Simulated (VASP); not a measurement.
# GdN (Pm-3m) in VASP: vibrations by perturbation theory with PBEsol

Aim: the vibrations by perturbation theory of GdN with PBEsol.

Everything below comes from runs of VASP 6.6.1. Logs are shortened: lines on timing, memory, paths and dates and some standing lists are left out, and cuts for length are marked.

### Step 1. The cell of the first run

The structure is cubic, space group Pm-3m (No. 221). Conventional cell: a = 2.988 Å, b = 2.988 Å, c = 2.988 Å, α = 90.00°, β = 90.00°, γ = 90.00°. Within 3.4 Å of Gd (site symmetry m-3m) lie 8 N at 2.59 Å and 6 Gd at 2.99 Å. N (site symmetry m-3m) has 8 Gd at 2.59 Å and 6 N at 2.99 Å within 3.4 Å.

### Step 2. Vibrations by perturbation theory, PBEsol, collinear spin, ferromagnetic start

INCAR

```
SYSTEM = GdN
ALGO = Normal
EDIFF = 1E-8
ENCUT = 520
GGA = PS
IBRION = 8
ISIF = 2
ISMEAR = 0
ISPIN = 2
LASPH = .TRUE.
LCHARG = .FALSE.
LMAXMIX = 6
LORBIT = 11
LREAL = .FALSE.
LWAVE = .FALSE.
MAGMOM = 7.53 0
NELM = 150
NSW = 1
PREC = Accurate
SIGMA = 0.15
```

KPOINTS

```
k-points
0
G
  12 12 12
  0 0 0
```

POSCAR

```
GdN
1.0
    2.9876134645      0.0000000000      0.0000000000
    0.0000000000      2.9876134645      0.0000000000
    0.0000000000      0.0000000000      2.9876134645
Gd N
1 1
Direct
    0.0000000000      0.0000000000      0.0000000000
    0.5000000000      0.5000000000      0.5000000000
```

Potentials or basis: VASP PAW PBE potentials, release 64 (Gd, N).

The run is started by

```console
> cat potpaw_PBE.64/Gd/POTCAR potpaw_PBE.64/N/POTCAR > POTCAR
> mpirun -np 1 vasp_std > vasp.out
```

OUTCAR:

```text
SYSTEM = GdN
   EDIFF = 1E-8
   ENCUT = 520
   GGA = PS
   IBRION = 8
   ISIF = 2
   ISMEAR = 0
   ISPIN = 2
   LASPH = .TRUE.
   LORBIT = 11
   LREAL = .FALSE.
   NELM = 150
   NSW = 1
   PREC = Accurate

 ion  position               nearest neighbor table
   1  0.000  0.000  0.000-   2 2.59   2 2.59   2 2.59   2 2.59   2 2.59   2 2.59   2 2.59   2 2.59

   2  0.500  0.500  0.500-   1 2.59   1 2.59   1 2.59   1 2.59   1 2.59   1 2.59   1 2.59   1 2.59

  LATTYP: Found a simple cubic cell.
 ALAT       =     2.9876134645

  Lattice vectors:

 A1 = (   2.9876134645,   0.0000000000,   0.0000000000)
 A2 = (   0.0000000000,   2.9876134645,   0.0000000000)
 A3 = (   0.0000000000,   0.0000000000,   2.9876134645)

Analysis of symmetry for initial positions (statically):
=====================================================================
 Subroutine PRICEL returns:
 Original cell was already a primitive cell.

 Routine SETGRP: Setting up the symmetry group for a
 simple cubic supercell.

 Subroutine GETGRP returns: Found 48 space group operations
 (whereof 48 operations were pure point group operations)
 out of a pool of 48 trial point group operations.

The static configuration has the point symmetry O_h .

Analysis of symmetry for dynamics (positions and initial velocities):
=====================================================================
 Subroutine PRICEL returns:
 Original cell was already a primitive cell.

 Routine SETGRP: Setting up the symmetry group for a
 simple cubic supercell.

 Subroutine GETGRP returns: Found 48 space group operations
 (whereof 48 operations were pure point group operations)
 out of a pool of 48 trial point group operations.

The dynamic configuration has the point symmetry O_h .

Analysis of structural, dynamic, and magnetic symmetry:
=====================================================================
 Subroutine PRICEL returns:
 Original cell was already a primitive cell.

 Routine SETGRP: Setting up the symmetry group for a
 simple cubic supercell.

 Subroutine GETGRP returns: Found 48 space group operations
 (whereof 48 operations were pure point group operations)
 out of a pool of 48 trial point group operations.

The overall configuration has the point symmetry O_h .

 Subroutine INISYM returns: Found 48 space group operations
 (whereof 48 operations are pure point group operations),
 and found     1 'primitive' translations

----------------------------------------------------------------------------------------

                                     Primitive cell

  volume of cell :      26.6669

  direct lattice vectors                    reciprocal lattice vectors
     2.987613464  0.000000000  0.000000000     0.334715321  0.000000000  0.000000000
     0.000000000  2.987613464  0.000000000     0.000000000  0.334715321  0.000000000
     0.000000000  0.000000000  2.987613464     0.000000000  0.000000000  0.334715321

  length of vectors
     2.987613464  2.987613464  2.987613464     0.334715321  0.334715321  0.334715321

  position of ions in fractional coordinates (direct lattice)
     0.000000000  0.000000000  0.000000000
     0.500000000  0.500000000  0.500000000

  ion indices of the primitive-cell ions
   primitive index   ion index
                 1           1
                 2           2

----------------------------------------------------------------------------------------

 KPOINTS: k-points

Automatic generation of k-mesh.
 Grid dimensions read from file:
 generate k-points for:   12   12   12

 Generating k-lattice:

  Cartesian coordinates                     Fractional coordinates (reciprocal lattice)
     0.027892943  0.000000000  0.000000000     0.083333333  0.000000000  0.000000000
     0.000000000  0.027892943  0.000000000     0.000000000  0.083333333  0.000000000
     0.000000000  0.000000000  0.027892943     0.000000000  0.000000000  0.083333333

  Length of vectors
     0.027892943  0.027892943  0.027892943

  Shift w.r.t. Gamma in fractional coordinates (k-lattice)
     0.000000000  0.000000000  0.000000000

 Subroutine IBZKPT returns following result:
 ===========================================

[... 60 lines left out ...]
   EMIN   =  10.00;   EMAX   =-10.00  energy-range for DOS
   EFERMI =   0.00;   METHOD = LEGACY
   ISMEAR =     0;   SIGMA  =   0.15  broadening in eV -4-tet -1-fermi 0-gaus
   EFERMI_NEDOS =   21; number of points for ismear=-14 and -15
   IALGO  =     38    algorithm
   IMIX   =      4    mixing-type and parameters
     AMIX     =   0.40;   BMIX     =  1.00
     AMIX_MAG =   1.60;   BMIX_MAG =  1.00
  volume/ion in A,a.u.               =      13.33        89.98
  Fermi-wavevector in a.u.,A,eV,Ry     =   1.558331  2.944819 33.040325  2.428395
  Thomas-Fermi vector in A             =   2.661851
   LORBIT       =     11    0 simple, 1 ext, 2 COOP (PROOUT), +10 PAW based schemes
   GGA     = PS    functional components
   LHFCALC =     F    Hartree Fock is set to
   AEXX    =    0.0000 exact exchange contribution
   IVDW    =     0    specifies the selected vdW correction
   LEPSILON=     F    determine dielectric tensor
   LRPA    =     F    only Hartree local field effects (RPA)
 spin polarized calculation
 Gauss-broadening in eV      SIGMA  =   0.15
  energy-cutoff  :      520.00
  volume of cell :       26.67
 maximum number of plane-waves:       739
 NGX is ok and might be reduce to    24
   NGX = 11   NGY = 11   NGZ = 11

--------------------------------------- Ionic step        1  -------------------------------------------

 number of electron      22.9999995 magnetization       6.9833886

 Free energy of the ion-electron system (eV)
  ---------------------------------------------------
  ext. energy  EPLUGINS =         0.00000000
  ---------------------------------------------------
  free energy    TOTEN  =       -22.51792690 eV

  energy without entropy =      -22.51208967  energy(sigma->0) =      -22.51500829

 E-fermi :   5.1874     XC(G=0): -12.7394

 val. band max:        5.1683905554   @ k =   0.2500   0.0833   0.0000
 cond. band min:       5.1963067648   @ k =   0.1667   0.0833   0.0000
 fundamental gap:      0.0279162094
 Fermi energy:         5.1873974813

 spin component 1

 k-point     1 :       0.0000    0.0000    0.0000
  band No.  band energies     occupation
      1     -39.3346      1.00000
      2     -15.8819      1.00000
      3     -15.8819      1.00000
      4     -15.8819      1.00000
      5      -8.5095      1.00000
      6       1.4403      1.00000
[... 517 lines left out ...]
     18      10.0584      0.00000
     19      11.0240      0.00000

 [... further k-points ...]

 spin component 2

 k-point     1 :       0.0000    0.0000    0.0000
  band No.  band energies     occupation
      1     -36.3080      1.00000
      2     -13.6105      1.00000
      3     -13.6105      1.00000
      4     -13.6105      1.00000
      5      -8.4105      1.00000
      6       4.8569      0.99908
[... 520 lines left out ...]
 [... further k-points ...]

------------------------ aborting loop because EDIFF is reached ----------------------------------------

  FORCE on cell =-STRESS in cart. coord.  units (eV):
  Direction    XX          YY          ZZ          XY          YZ          ZX
  --------------------------------------------------------------------------------------
  -------------------------------------------------------------------------------------
  Total        0.0453312      0.0453312      0.0453312     -0.0000000      0.0000000      0.0000000
  in kB        2.7235431      2.7235431      2.7235431     -0.0000000      0.0000000      0.0000000
  external PRESSURE =       2.7235431 kB  Pullay stress =       0.0000000 kB

 VOLUME and BASIS-vectors are now :
 -----------------------------------------------------------------------------
  energy-cutoff  :      520.00
  volume of cell :       26.67
      direct lattice vectors                 reciprocal lattice vectors
     2.987613464  0.000000000  0.000000000     0.334715321  0.000000000  0.000000000
     0.000000000  2.987613464  0.000000000     0.000000000  0.334715321  0.000000000
     0.000000000  0.000000000  2.987613464     0.000000000  0.000000000  0.334715321

 POSITION                                       TOTAL-FORCE (eV/Angst)
 -----------------------------------------------------------------------------------
      0.00000      0.00000      0.00000         0.000000      0.000000      0.000000
      1.49381      1.49381      1.49381         0.000000      0.000000      0.000000
 -----------------------------------------------------------------------------------
    total drift:                                0.000000      0.000000     -0.000000

  FREE ENERGIE OF THE ION-ELECTRON SYSTEM (eV)
  ---------------------------------------------------
  free  energy   TOTEN  =       -22.5179269048 eV

  energy  without entropy=      -22.5120896655  energy(sigma->0) =      -22.51500829

[... ionic steps 2 to 3 ...]

--------------------------------------- Ionic step        4  -------------------------------------------

------------------------ aborting loop because EDIFF is reached ----------------------------------------

[... ionic steps 5 to 6 ...]

--------------------------------------- Ionic step        7  -------------------------------------------

 Free energy of the ion-electron system (eV)
  ---------------------------------------------------
  ---------------------------------------------------
  free energy    TOTEN  =        -0.23045696 eV

  energy without entropy =       -0.23045694

------------------------ aborting loop because EDIFF is reached ----------------------------------------

 INTERNAL STRAIN TENSOR  FOR ION    2  DIRECTION 1   (eV/Angst):
 -----------------------------------------------------------------------------
     0.12089 -0.00000  0.00000
    -0.00000 -0.05103 -0.00000
     0.00000 -0.00000 -0.05103

 INTERNAL STRAIN TENSOR FOR ION    2 for displacements in x,y,z  (eV/Angst):
          X           Y           Z          XY          YZ          ZX
  --------------------------------------------------------------------------------
  x     0.00000     0.00000     0.00000     0.00000     0.00000     0.00000
  y     0.00000     0.00000     0.00000     0.00000     0.00000     0.00000
  z     0.00000     0.00000     0.00000     0.00000     0.00000     0.00000

 SECOND DERIVATIVES (NOT SYMMETRIZED)
 ------------------------------------
               1X          1Y          1Z          2X          2Y          2Z
  1X    -0.656457    0.000000   -0.000000    0.656457   -0.000000    0.000000
  1Y     0.000000   -0.656457   -0.000000   -0.000000    0.656457    0.000000
  1Z    -0.000000   -0.000000   -0.656457    0.000000    0.000000    0.656457
  2X    -1.613544    0.000000    0.000000    1.613544   -0.000000   -0.000000
  2Y     0.000000   -1.613544    0.000000   -0.000000    1.613544   -0.000000
  2Z    -0.000000    0.000000   -1.613544    0.000000   -0.000000    1.613544

 Eigenvectors and eigenvalues of the dynamical matrix
 ----------------------------------------------------

   1 f  =    1.109782 THz     6.972969 2PiTHz   37.018357 cm-1     4.589689 meV
             X         Y         Z           dx          dy          dz
      0.000000  0.000000  0.000000    -0.006679    0.021426   -0.996172
      1.493807  1.493807  1.493807    -0.000566    0.001817   -0.084464
[... 21 lines left out ...]
   6 f/i=    5.327027 THz    33.470695 2PiTHz  177.690481 cm-1    22.030802 meV
             X         Y         Z           dx          dy          dz
      0.000000  0.000000  0.000000     0.059740    0.059740    0.000000
      1.493807  1.493807  1.493807    -0.704579   -0.704579   -0.000000

--------------------------------------------------------------------------------------------------------

 ELASTIC MODULI CONTR FROM IONIC RELAXATION (kBar)
 Direction    XX          YY          ZZ          XY          YZ          ZX
 --------------------------------------------------------------------------------
 XX           0.0000      0.0000      0.0000      0.0000      0.0000      0.0000
 YY           0.0000      0.0000      0.0000      0.0000      0.0000      0.0000
 ZZ           0.0000      0.0000      0.0000      0.0000      0.0000      0.0000
 XY           0.0000      0.0000      0.0000      0.0000      0.0000      0.0000
 YZ           0.0000      0.0000      0.0000      0.0000      0.0000      0.0000
 ZX           0.0000      0.0000      0.0000      0.0000      0.0000      0.0000
 --------------------------------------------------------------------------------

 total charge

# of ion       s       p       d       f       tot
--------------------------------------------------
    1        2.038   5.616   0.587   7.067  15.308
    2        1.239   2.365   0.000   0.000   3.604
--------------------------------------------------
tot          3.277   7.981   0.587   7.067  18.912

 magnetization (x)

# of ion       s       p       d       f       tot
--------------------------------------------------
    1        0.001  -0.063   0.105   6.733   6.776
    2       -0.000  -0.036   0.000   0.000  -0.036
--------------------------------------------------
tot          0.001  -0.099   0.105   6.733   6.739
```

It took 13 min on 1 thread of Intel Xeon Platinum 8488C (Sapphire Rapids), shared host; peak memory 0.49 GiB.

What came out:

```
Net moment                                            : 6.98 μB per cell
Site moments                                          : Gd +6.78; N -0.04 μB
Valence electrons inside the program's atomic spheres : Gd 15.31; N 3.60
Highest phonon frequency at Γ                         : 37 cm⁻¹
Most unstable mode                                    : 178i cm⁻¹
```

Phonon frequencies in cm⁻¹ (negative: imaginary):
```csv
q point,frequencies
"(0.000, 0.000, 0.000)",-178 -178 -178 37 37 37
```

Caveat: some modes are imaginary; the PAW data sets were made with another functional, which shifts forces and pressure a little; spin-orbit coupling is left out, which moves the levels of the heavy elements; a cell with one magnetic atom can't hold antiferromagnetic order, which such compounds often take; semilocal functionals describe open f shells poorly, which spoils levels, moments and volumes. The state reached can hang on the start; a lower one may exist.
